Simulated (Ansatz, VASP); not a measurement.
One calculation of P, two programs

```xyz
4
Lattice="1.6496 -5.5111 0.0000 1.6496 5.5111 0.0000 0.0000 0.0000 4.5555" Properties=species:S:1:pos:R:3 pbc="T T T"
P     1.6496   -4.4594    0.4030
P     1.6496   -1.0517    2.6808
P     1.6496    4.4594    4.1525
P     1.6496    1.0517    1.8747
```

Alike in both runs: functional r2SCAN; k mesh 12 × 12 × 10; occupations gaussian, width 0.05 eV; no spin polarisation.

Ansatz relaxed the structure, and its values are those at the end. VASP's run is a single point on that final structure, the one shown.

|  | VASP | Ansatz |
| --- | --- | --- |
| version | VASP 6.6.1 | Ansatz 0.2.0 |
| potentials or method | VASP PAW PBE potentials, release 64 (P), cutoff 520 eV | scalar-relativistic, plane waves, PAW |
| valence electrons in the cell | 20 | 20 |

Ansatz gave:

* gap on the k mesh at the Fermi level (eV): 0.24
* least direct gap on the mesh (eV): 0.24
* pressure (GPa): 0.0
* rms of the force components (eV/Å): 0.000

Task: What did VASP give for the same quantities?

Result: gap on the k mesh at the Fermi level (eV): 0.27; least direct gap on the mesh (eV): 0.27; pressure (GPa): -0.6; rms of the force components (eV/Å): 0.057.

VASP's potentials were made for PBE, not for r2SCAN.
